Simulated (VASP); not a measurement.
# I (Im-3m) in VASP: notebook, part 2 of 2

VASP 6.6.1.

## Step 3: Single point, PBEsol

This run uses another cell than the first one, of 24.59 Å³/atom.

Contents of INCAR:

```
PREC = Accurate
ENCUT = 500
EDIFF = 1E-6
ISMEAR = -1
SIGMA = 0.05
LREAL = F
LASPH = T
NELM = 120
ALGO = Normal
ISIF = 2
LWAVE = F
LCHARG = T
GGA = PS
LELF = T
LVHAR = T
NBANDS = 10
GGA_COMPAT = F
```

Contents of KPOINTS:

```
Automatic mesh
0
Gamma
  9 9 9
```

Contents of POSCAR:

```
I
1.0
   -1.8318530095      1.8318530095      1.8318530095
    1.8318530095     -1.8318530095      1.8318530095
    1.8318530095      1.8318530095     -1.8318530095
I
1
Direct
    0.0000000000      0.0000000000      0.0000000000
```

Potentials or basis: VASP PAW PBE potentials, release 64 (I).

Launch:

```
cat potpaw_PBE.64/I/POTCAR > POTCAR
mpirun -np 1 vasp_std > vasp.out
```

OUTCAR:

```text
PREC = Accurate
   ENCUT = 500
   EDIFF = 1E-6
   ISMEAR = -1
   LREAL = F
   LASPH = T
   NELM = 120
   ISIF = 2
   GGA = PS

 ion  position               nearest neighbor table
   1  0.000  0.000  0.000-

  LATTYP: Found a body centered cubic cell.
 ALAT       =     3.6637060190

  Lattice vectors:

 A1 = (  -1.8318530095,   1.8318530095,   1.8318530095)
 A2 = (   1.8318530095,  -1.8318530095,   1.8318530095)
 A3 = (   1.8318530095,   1.8318530095,  -1.8318530095)

Analysis of symmetry for initial positions (statically):
=====================================================================
 Subroutine PRICEL returns:
 Original cell was already a primitive cell.

 Routine SETGRP: Setting up the symmetry group for a
 body centered cubic supercell.

 Subroutine GETGRP returns: Found 48 space group operations
 (whereof 48 operations were pure point group operations)
 out of a pool of 48 trial point group operations.

The static configuration has the point symmetry O_h .

Analysis of symmetry for dynamics (positions and initial velocities):
=====================================================================
 Subroutine PRICEL returns:
 Original cell was already a primitive cell.

 Routine SETGRP: Setting up the symmetry group for a
 body centered cubic supercell.

 Subroutine GETGRP returns: Found 48 space group operations
 (whereof 48 operations were pure point group operations)
 out of a pool of 48 trial point group operations.

The dynamic configuration has the point symmetry O_h .

 Subroutine INISYM returns: Found 48 space group operations
 (whereof 48 operations are pure point group operations),
 and found     1 'primitive' translations

----------------------------------------------------------------------------------------

                                     Primitive cell
[... 110 lines left out ...]
  volume/ion in A,a.u.               =      24.59       165.93
  Fermi-wavevector in a.u.,A,eV,Ry     =   1.076953  2.035147 15.780425  1.159829
  Thomas-Fermi vector in A             =   2.212852
   LORBIT       =      0    0 simple, 1 ext, 2 COOP (PROOUT), +10 PAW based schemes
   GGA     = PS    functional components
   LHFCALC =     F    Hartree Fock is set to
   AEXX    =    0.0000 exact exchange contribution
   IVDW    =     0    specifies the selected vdW correction
   LEPSILON=     F    determine dielectric tensor
   LRPA    =     F    only Hartree local field effects (RPA)
 non-spin polarized calculation
  energy-cutoff  :      500.00
  volume of cell :       24.59
 maximum number of plane-waves:       642
   NGX = 11   NGY = 11   NGZ = 11

 number of electron       7.0000000 magnetization

 Free energy of the ion-electron system (eV)
  ---------------------------------------------------
  ext. energy  EPLUGINS =         0.00000000
  ---------------------------------------------------
  free energy    TOTEN  =        -0.98197907 eV

  energy without entropy =       -0.97042534  energy(sigma->0) =       -0.97620221

 E-fermi :   9.8439     XC(G=0): -10.9013

 val. band max:        9.7901267096   @ k =  -0.2222   0.3333   0.1111
 cond. band min:       9.9050191268   @ k =  -0.3333  -0.4444   0.1111
 fundamental gap:      0.1148924171
 Fermi energy:         9.8439458403

 k-point     1 :       0.0000    0.0000    0.0000
  band No.  band energies     occupation
      1      -6.7220      2.00000
      2      11.6549      0.00000
      3      11.6549      0.00000
      4      11.6549      0.00000
      5      19.5964      0.00000
      6      19.5964      0.00000
      7      19.5964      0.00000
      8      19.6205      0.00000
      9      21.8988      0.00000
     10      21.8988      0.00000
[... 287 lines left out ...]
 k-point    24 :      -0.4444   -0.4444    0.1111
  band No.  band energies     occupation
      1      -3.0138      2.00000
      2       2.8721      2.00000
      3       6.3568      2.00000
      4       9.6890      1.91375
      5      16.0194      0.00000
      6      17.7435      0.00000
      7      19.2538      0.00000
      8      20.9504      0.00000
      9      28.5541      0.00000
     10      28.9743      0.00000

 [... further k-points ...]

------------------------ aborting loop because EDIFF is reached ----------------------------------------

  FORCE on cell =-STRESS in cart. coord.  units (eV):
  Direction    XX          YY          ZZ          XY          YZ          ZX
  --------------------------------------------------------------------------------------
  -------------------------------------------------------------------------------------
  Total        3.0625099      3.0625099      3.0625099     -0.0000000      0.0000000      0.0000000
  in kB      199.5520630    199.5520630    199.5520630     -0.0000000      0.0000000      0.0000000
  external PRESSURE =     199.5520630 kB  Pullay stress =       0.0000000 kB

 VOLUME and BASIS-vectors are now :
 -----------------------------------------------------------------------------
  energy-cutoff  :      500.00
  volume of cell :       24.59
      direct lattice vectors                 reciprocal lattice vectors
    -1.831853010  1.831853010  1.831853010     0.000000000  0.272947664  0.272947664
     1.831853010 -1.831853010  1.831853010     0.272947664  0.000000000  0.272947664
     1.831853010  1.831853010 -1.831853010     0.272947664  0.272947664  0.000000000

 POSITION                                       TOTAL-FORCE (eV/Angst)
 -----------------------------------------------------------------------------------
      0.00000      0.00000      0.00000        -0.000000      0.000000     -0.000000
 -----------------------------------------------------------------------------------
    total drift:                                0.000000     -0.000000      0.000000

  FREE ENERGIE OF THE ION-ELECTRON SYSTEM (eV)
  ---------------------------------------------------
  free  energy   TOTEN  =        -0.9819790747 eV

  energy  without entropy=       -0.9704253402  energy(sigma->0) =       -0.97620221
```

It took 2.4 s on 1 thread of Intel Xeon 6975P-C (Granite Rapids), shared host; peak memory 0.13 GiB.

Results:

```yaml
Free_energy: -0.9820 eV
Pressure: 20.0 GPa
Band_gap_on_the_k_mesh: zero (an odd number of electrons rules out a gap without spin polarisation)
```

Levels at points of the mesh, in eV from the Fermi level:
| k point | band 1 | band 2 | band 3 | band 4 | band 5 | band 6 | band 7 | band 8 |
| --- | --- | --- | --- | --- | --- | --- | --- | --- |
| (0.00, 0.00, 0.00) | -16.57 | 1.81 | 1.81 | 1.81 | 9.75 | 9.75 | 9.75 | 9.78 |

Caveat: the cell stands under pressure; the PAW data sets were made with another functional, which shifts forces and pressure a little; spin-orbit coupling is left out, which moves the levels of the heavy elements; an odd number of electrons without spin polarisation forces a metal; a magnetic or distorted state may lie lower.

## Step 4: Single point, PBEsol

This run uses another cell than the first one, of 27.27 Å³/atom.

Contents of INCAR:

```
  PREC = Accurate
  ENCUT = 500
  EDIFF = 1E-6
  ISMEAR = -1
  SIGMA = 0.05
  LREAL = False
  LASPH = True
  NELM = 120
  ALGO = Normal
  ISIF = 2
  LWAVE = False
  LCHARG = False
  GGA = PS
  NBANDS = 10
  GGA_COMPAT = False
```

KPOINTS is that of step 3.

Contents of POSCAR:

```
I
1.0
   -1.8961577612      1.8961577612      1.8961577612
    1.8961577612     -1.8961577612      1.8961577612
    1.8961577612      1.8961577612     -1.8961577612
I
1
Direct
    0.0000000000      0.0000000000      0.0000000000
```

Launch:

```
cat potpaw_PBE.64/I/POTCAR > POTCAR
mpirun -np 1 vasp_std > vasp.out
```

Wall time 2.5 s (1 thread of Intel Xeon 6975P-C (Granite Rapids), shared host); peak memory 0.13 GiB.

Results (log left out):

- Free energy: -1.2256 eV
- Pressure: 10.0 GPa
- Band gap on the k mesh: zero (an odd number of electrons rules out a gap without spin polarisation)

Levels at points of the mesh, in eV from the Fermi level:
```csv
k point,band 1,band 2,band 3,band 4,band 5,band 6,band 7,band 8
"(0.00, 0.00, 0.00)",-15.51,1.49,1.49,1.49,8.73,9.77,9.77,9.77
```

Caveat: the cell stands under pressure; the PAW data sets were made with another functional, which shifts forces and pressure a little; spin-orbit coupling is left out, which moves the levels of the heavy elements; an odd number of electrons without spin polarisation forces a metal; a magnetic or distorted state may lie lower.

## Step 5: Single point, PBEsol

This run uses another cell than the first one, of 32.95 Å³/atom.

INCAR: that of step 4 with these lines changed.

```diff
@@ -11,4 +11,6 @@
   LWAVE = False
-  LCHARG = False
+  LCHARG = True
   GGA = PS
+  LELF = True
+  LVHAR = True
   NBANDS = 10
```

Contents of KPOINTS:

```
regular mesh
0
Gamma
  9 9 9
```

Contents of POSCAR:

```
I
1.0
   -2.0195984069      2.0195984069      2.0195984069
    2.0195984069     -2.0195984069      2.0195984069
    2.0195984069      2.0195984069     -2.0195984069
I
1
Direct
    0.0000000000      0.0000000000      0.0000000000
```

Launch:

```
cat potpaw_PBE.64/I/POTCAR > POTCAR
mpirun -np 1 vasp_std > vasp.out
```

It took 4.4 s on 1 thread of Intel Xeon 6975P-C (Granite Rapids), shared host; peak memory 0.15 GiB.

Results (log left out):

```
Free energy            : -1.3716 eV
Pressure               : 0.0 GPa
Band gap on the k mesh : zero (an odd number of electrons rules out a gap without spin polarisation)
```

Levels at points of the mesh, in eV from the Fermi level:
```
           k point  band 2  band 3  band 4  band 5  band 6  band 7
(0.00, 0.00, 0.00)    1.01    1.01    1.01    7.24    9.76    9.76
```

Caveat: the PAW data sets were made with another functional, which shifts forces and pressure a little; spin-orbit coupling is left out, which moves the levels of the heavy elements; an odd number of electrons without spin polarisation forces a metal; a magnetic or distorted state may lie lower.

## Step 6: Relaxation of cell and atoms, PBEsol

This run uses another cell than the first one, of 32.73 Å³/atom.

Contents of INCAR:

```
SYSTEM = I
ALGO = Normal ; EDIFF = 1E-7
EDIFFG = -0.01 ; ENCUT = 500
GGA = PS ; GGA_COMPAT = .False.
IBRION = 2 ; ISIF = 3
ISMEAR = -1 ; LASPH = .True.
LCHARG = .False. ; LREAL = .False.
LWAVE = .False. ; NELM = 120
NELMIN = 4 ; NSW = 80
PREC = Accurate ; SIGMA = 0.05
```

Contents of KPOINTS:

```
k-points
0
Gamma
  9 9 9
  0 0 0
```

Contents of POSCAR:

```
I
1.0
   -2.0150000000      2.0150000000      2.0150000000
    2.0150000000     -2.0150000000      2.0150000000
    2.0150000000      2.0150000000     -2.0150000000
I
1
Direct
    0.0000000000      0.0000000000      0.0000000000
```

Potentials or basis: VASP PAW PBE potentials, release 64 (I).

Launch:

```
cat potpaw_PBE.64/I/POTCAR > POTCAR
mpirun -np 1 vasp_std > vasp.out
```

Run time: 7.8 s. Hardware: 1 thread of Intel Xeon 6975P-C (Granite Rapids), shared host; peak memory 0.16 GiB.

Results (log left out):

| Quantity | Value |
| --- | --- |
| Free energy | -1.3716 eV |
| Relaxed volume | 32.95 Å³/atom |
| Relaxed cell | a = 3.498 Å, b = 3.498 Å, c = 3.498 Å, α = 109.47°, β = 109.47°, γ = 109.47° |
| Space group after relaxing (to 0.1 Å) | Im-3m (No. 229) |
| Energy gained by relaxing | 0.2 meV/atom |
| Ionic steps | 2 |
| Pressure after relaxing | 0.0 GPa |
| Band gap on the k mesh | zero (an odd number of electrons rules out a gap without spin polarisation) |

The path:
```
step  energy change (eV)  largest force (eV/Å)  pressure (GPa)  volume (Å³)
   1              0.0000                0.0000            0.23        32.73
   2             -0.0002                0.0000            0.01        32.95
```

Final structure:
```
I
1.0
    -2.01962    2.01962    2.01962
     2.01962   -2.01962    2.01962
     2.01962    2.01962   -2.01962
I
1
Direct
  0.00000 0.00000 0.00000
```

Levels at points of the mesh, in eV from the Fermi level:
| k point | band 1 | band 2 | band 3 | band 4 | band 5 | band 6 | band 7 |
| --- | --- | --- | --- | --- | --- | --- | --- |
| (0.00, 0.00, 0.00) | -13.96 | 1.01 | 1.01 | 1.01 | 7.24 | 9.76 | 9.76 |

Caveat: the PAW data sets were made with another functional, which shifts forces and pressure a little; spin-orbit coupling is left out, which moves the levels of the heavy elements; an odd number of electrons without spin polarisation forces a metal; a magnetic or distorted state may lie lower.

## Step 7: The runs side by side

```csv
task,cell,gap on the mesh (eV),pressure (GPa)
single point,"a = 3.096 Å, angles 109.5°, 1 atom",none,30.1
single point,"a = 3.173 Å, angles 109.5°, 1 atom",none,20.0
single point,"a = 3.284 Å, angles 109.5°, 1 atom",none,10.0
single point,"a = 3.498 Å, angles 109.5°, 1 atom",none,0.0
relaxation of cell and atoms,"relaxed from a = 3.490 Å, angles 109.5°, 1 atom",none,0.0
```

Alike in all rows: level PBEsol; potentials or basis VASP PAW PBE potentials, release 64 (I); no spin polarisation; k mesh 9 × 9 × 9; cutoff (eV) 500; smearing fermi-dirac 0.05 eV.

Caveats: the PAW data sets were made with another functional, which shifts forces and pressure a little; spin-orbit coupling is left out, which moves the levels of the heavy elements; an odd number of electrons without spin polarisation forces a metal; a magnetic or distorted state may lie lower; the cell stands under pressure (at least some runs).

Absolute energies hang on the potentials; compare differences alone.
